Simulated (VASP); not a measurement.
Input of a VASP 6.6.1 run:

Contents of INCAR:

```
  PREC = Accurate
  ENCUT = 520
  EDIFF = 1E-7
  ISMEAR = 0
  SIGMA = 0.01
  LREAL = F
  LASPH = T
  NELM = 60
  ALGO = Normal
  ISIF = 2
  LWAVE = F
  LCHARG = F
  GGA = PE
  IVDW = 12
  NBANDS = 33
```

The input KPOINTS:

```
Automatic mesh
0
Gamma
  7 7 7
```

The input POSCAR:

```
TiO2
1.0
   -1.8921000000      1.8921000000      4.7573000000
    1.8921000000     -1.8921000000      4.7573000000
    1.8921000000      1.8921000000     -4.7573000000
Ti O
2 4
Direct
    0.0000000000      0.0000000000      0.0000000000
    0.7500000000      0.2500000000      0.5000000000
    0.2081000000      0.2081000000      0.0000000000
    0.9581000000      0.4581000000      0.5000000000
    0.5419000000      0.0419000000      0.5000000000
    0.7919000000      0.7919000000      0.0000000000
```

Potentials or basis: VASP PAW PBE potentials, release 64 (Ti_sv, O).

The run is started by

```bash
$ cat potpaw_PBE.64/Ti_sv/POTCAR potpaw_PBE.64/O/POTCAR > POTCAR
$ mpirun -np 1 vasp_std > vasp.out
```

Task: Predict the pressure.

Result: 2.4 GPa.

Task: What does it give for the band gap on the k mesh?

Result: 2.10 eV, indirect (least direct gap 2.44 eV).

Forces in eV/Å, atoms in the order of the input:
```
Ti   0.000  0.000  0.000
Ti   0.000  0.000  0.000
O    0.000  0.000  0.131
O    0.000  0.000  0.131
O    0.000  0.000 -0.131
O    0.000  0.000 -0.131
```

A k mesh can miss the band edges. Expect the measured gap to be larger: semilocal functionals such as PBE lack the derivative discontinuity.
